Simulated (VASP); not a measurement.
Here is a VASP 6.6.1 calculation.

INCAR

```
  ALGO = Normal
  EDIFF = 1E-6
  ENCUT = 520
  GGA = PE
  ISIF = 2
  ISMEAR = 0
  LASPH = True
  LCHARG = False
  LREAL = False
  LWAVE = False
  NBANDS = 93
  NELM = 60
  PREC = Accurate
  SIGMA = 0.1
```

Contents of KPOINTS:

```
k-points
0
Gamma
  3 2 3
```

The input POSCAR:

```
Tl12O
1.0
    6.9200000000      0.0000000000      0.0000000000
   -5.1900000000      8.9893440000      0.0000000000
    0.0000000000      0.0000000000      5.5325400000
Tl O
12 1
Direct
   -0.0021405155      0.0064849003      0.0081114642
    0.1469397757      0.2256154620      0.4969048574
   -0.0447998929      0.3331057305     -0.0619867186
    0.2004165636      0.5898850906      0.5365501198
   -0.0026542469      0.6730357632      0.0195094839
    0.1441705038      0.8835641399      0.5132421998
    0.4960515593     -0.0019576512      0.0034833910
    0.6084109460      0.2162400282      0.4920215669
    0.4768913198      0.3475286962      0.0042445242
    0.6655510789      0.5630320744      0.5229809455
    0.4988068648      0.6709646444      0.0324241668
    0.6734299986      0.9102798825      0.5079616234
    0.9763845761      0.3610069878      0.3486911979
```

Potentials or basis: VASP PAW PBE potentials, release 64 (Tl_d, O).

Launch:

```console
$ cat potpaw_PBE.64/Tl_d/POTCAR potpaw_PBE.64/O/POTCAR > POTCAR
$ mpirun -np 1 vasp_std > vasp.out
```

Q: Predict the largest force.

A: 0.076 eV/Å.

Q: Predict the band gap on the k mesh.

A: Zero (bands 81 and 82 overlap by 0.53 eV).

Q: Predict the pressure.

A: 4.5 GPa.

Stress tensor (GPa, compression positive):
```
 4.84 -0.22 -0.07
-0.22  4.67  0.26
-0.07  0.26  4.05
```

Caveat: the k points lie up to 0.38 Å⁻¹ apart, too coarse for converged energies and pressures of a metal; spin-orbit coupling is left out, which moves the levels of the heavy elements.
